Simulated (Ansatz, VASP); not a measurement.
# One calculation of BN, two programs

```
CELL_PARAMETERS angstrom
2.51000 0.00000 0.00000
-1.25500 2.17372 0.00000
0.00000 0.00000 6.69000
ATOMIC_POSITIONS crystal
B 0.00000 0.00000 0.50000
B 0.33333 0.66667 0.00000
N 0.04444 0.03253 0.00000
N 0.71110 0.36586 0.50000
```

Change from the starting cell: all N atoms moved +0.100 Å, as atom 3 along Cartesian [1 1 0].

Alike in both runs: task single point; functional PBE; dispersion D3(BJ); k mesh 12 × 12 × 4; occupations gaussian, width 0.05 eV; no spin polarisation.

|  | VASP | Ansatz |
| --- | --- | --- |
| version | VASP 6.6.1 | Ansatz 0.2.0 |
| potentials or method | VASP PAW PBE potentials, release 64 (B, N), cutoff 520 eV | scalar-relativistic, plane waves, PAW |
| valence electrons in the cell | 16 | 16 |

Ansatz gave:

| Property | Result |
| --- | --- |
| gap on the k mesh at the Fermi level (eV) | 3.93 |
| least direct gap on the mesh (eV) | 4.32 |
| pressure (GPa) | 2.3 |
| traceless stress, the component that is largest in VASP (GPa) | 9.14 |
| rms of the force components (eV/Å) | 2.119 |

**Question.** What did VASP give for the same quantities?

**Answer.** gap on the k mesh at the Fermi level (eV): 3.92; least direct gap on the mesh (eV): 4.31; pressure (GPa): 2.3; traceless stress, the component that is largest in VASP (GPa): 9.22; rms of the force components (eV/Å): 2.114.

Atom by atom the forces differ by 0.006 eV/Å (rms over components).
